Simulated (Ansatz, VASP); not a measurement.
Ga2Ge2O3: VASP beside Ansatz

```
Ga Ge O
1.0
     3.04422    0.01140    0.00614
    -1.51209    2.65073    0.00453
     0.03042    0.04329   14.56922
Ga Ge O
2 2 3
Direct
  0.77617 0.91230 0.09785
  0.45588 0.24487 0.88611
  0.56109 0.20531 0.45520
  0.19017 0.56398 0.61198
  0.10895 0.57566 0.14460
  0.12395 0.58168 0.83182
  0.78380 0.91621 0.97243
```

Change from the starting cell: cell x1, atoms moved at random (sigma 0.15 Å) and cell strained at random (1.5 %), then relaxed without symmetry.

Alike in both runs: functional PBE; k mesh 12 × 12 × 2; occupations gaussian, width 0.2 eV; no spin polarisation.

Ansatz relaxed the structure, and its values are those at the end. VASP's run is a single point on that final structure, the one shown.

```csv
,VASP,Ansatz
version,VASP 6.6.1,Ansatz 0.2.0
potentials or method,"VASP PAW PBE potentials, release 64 (Ga_d, Ge_d, O), cutoff 520 eV","scalar-relativistic, plane waves, PAW"
valence electrons in the cell,72,72
```

|  | VASP | Ansatz | Ansatz less VASP |
| --- | --- | --- | --- |
| gap on the k mesh at the Fermi level (eV) | none | none | - |
| pressure (GPa) | 0.4 | 0.1 | -0.32 |
| rms of the force components (eV/Å) | 0.017 | 0.007 | -0.0102 |

A gap of «none» marks a metal or a gap that the smearing closes.
